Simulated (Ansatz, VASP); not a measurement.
# CuH2 in VASP and in Ansatz

The input INCAR:

```
  ALGO = Normal
  EDIFF = 1E-6
  ENCUT = 520
  GGA = PE
  ISIF = 2
  ISMEAR = 0
  LASPH = T
  LCHARG = F
  LREAL = F
  LWAVE = F
  NBANDS = 14
  NELM = 60
  PREC = Accurate
  SIGMA = 0.1
```

KPOINTS

```
k-points
0
Gamma
  6 6 8
```

Contents of POSCAR:

```
CuH2
1.0
    3.3580501008      0.0000000000      0.0000000000
   -1.6790250504      2.9081566945      0.0000000000
    0.0000000000      0.0000000000      2.3619322239
Cu H
1 2
Direct
    0.0000000000      0.0000000000      0.0000000000
    0.3333333333      0.6666666667      0.5000000000
    0.6666666667      0.3333333333      0.5000000000
```

Input for Ansatz:

```yaml
crystal:
  lattice:
    - [3.3580501008, 0.0, 0.0]
    - [-1.6790250504, 2.9081566945, 0.0]
    - [0.0, 0.0, 2.3619322239]
  atoms:
    - { symbol: Cu, position: [0.0, 0.0, 0.0] }
    - { symbol: H, position: [0.3333333333, 0.6666666667, 0.5] }
    - { symbol: H, position: [0.6666666667, 0.3333333333, 0.5] }
basis:
  ecutwfc: 420
kpoints:
  mp_grid: { grid: [6, 6, 8] }
hamiltonian:
  xc: pbe
scf:
  occupations: { method: gaussian, width: 0.1 }
  lower_state_search: "off"
output:
  forces: true
  stress: true
  eigenvalues: true
```

Alike in both runs: task single point; functional PBE; k mesh 6 × 6 × 8; occupations gaussian, width 0.1 eV; no spin polarisation.

|  | VASP | Ansatz |
| --- | --- | --- |
| version | VASP 6.6.1 | Ansatz 0.2.0 |
| potentials or method | VASP PAW PBE potentials, release 64 (Cu, H), cutoff 520 eV | scalar-relativistic, plane waves, PAW |
| valence electrons in the cell | 13 | 21 |

|  | VASP | Ansatz | Ansatz less VASP |
| --- | --- | --- | --- |
| gap on the k mesh at the Fermi level (eV) | none | none | - |
| pressure (GPa) | -11.8 | -12.1 | -0.22 |
| traceless stress, the component that is largest in VASP (GPa) | 12.97 | 12.79 | -0.176 |

A gap of «none» marks a metal or a gap that the smearing closes. VASP's potentials hold 13 valence electrons a cell and Ansatz's 21, so a difference there can come from the potentials and not from the codes.

The k mesh is coarse, so the values compare programs but aren't converged.
